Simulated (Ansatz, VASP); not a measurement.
Two plane-wave programs on Al

File POSCAR:

```
Al
1.0
   -1.6481843191      1.6481843191      1.6481843191
    1.6481843191     -1.6481843191      1.6481843191
    1.6481843191      1.6481843191     -1.6481843191
Al
1
Direct
    0.0000000000      0.0000000000      0.0000000000
```

Contents of INCAR.step1:

```
PREC = Accurate
ENCUT = 520
ISMEAR = 0
SIGMA = 0.1
LREAL = False
LASPH = True
NELM = 100
NBANDS = 8
GGA = PE
ALGO = Normal
EDIFF = 1E-4
LWAVE = True
LCHARG = False
```

File INCAR.step2:

```
PREC = Accurate
ENCUT = 520
EDIFF = 1E-6
ISMEAR = 0
SIGMA = 0.1
LREAL = False
LASPH = True
NELM = 100
ALGO = Normal
ISIF = 2
LWAVE = False
LCHARG = True
METAGGA = R2SCAN
LMIXTAU = True
LELF = True
LVHAR = True
NBANDS = 8
ISTART = 1
```

File KPOINTS:

```
regular mesh
0
Gamma
  18 18 18
```

Input for Ansatz:

```yaml
crystal:
  lattice:
    - [-1.6481843191, 1.6481843191, 1.6481843191]
    - [1.6481843191, -1.6481843191, 1.6481843191]
    - [1.6481843191, 1.6481843191, -1.6481843191]
  atoms:
    - { symbol: Al, position: [0.0, 0.0, 0.0] }
basis:
  ecutwfc: 500
kpoints:
  mp_grid: { grid: [18, 18, 18] }
hamiltonian:
  xc: r2scan
scf:
  occupations: { method: gaussian, width: 0.1 }
output:
  forces: true
  stress: true
  eigenvalues: true
  populations: true
```

Alike in both runs: task single point; functional r2SCAN; k mesh 18 × 18 × 18; occupations gaussian, width 0.1 eV; no spin polarisation.

|  | VASP | Ansatz |
| --- | --- | --- |
| version | VASP 6.6.1 | Ansatz 0.2.0 |
| potentials or method | VASP PAW PBE potentials, release 64 (Al), cutoff 520 eV | scalar-relativistic, plane waves, PAW |
| valence electrons in the cell | 3 | 3 |

VASP gave:

```
gap on the k mesh at the Fermi level (eV) : none
pressure (GPa)                            : -6.8
```

**Question.** Which values does Ansatz return?

**Answer.** gap on the k mesh at the Fermi level (eV): none; pressure (GPa): -6.6.

VASP's potentials were made for PBE, not for r2SCAN. A gap of «none» marks a metal or a gap that the smearing closes.
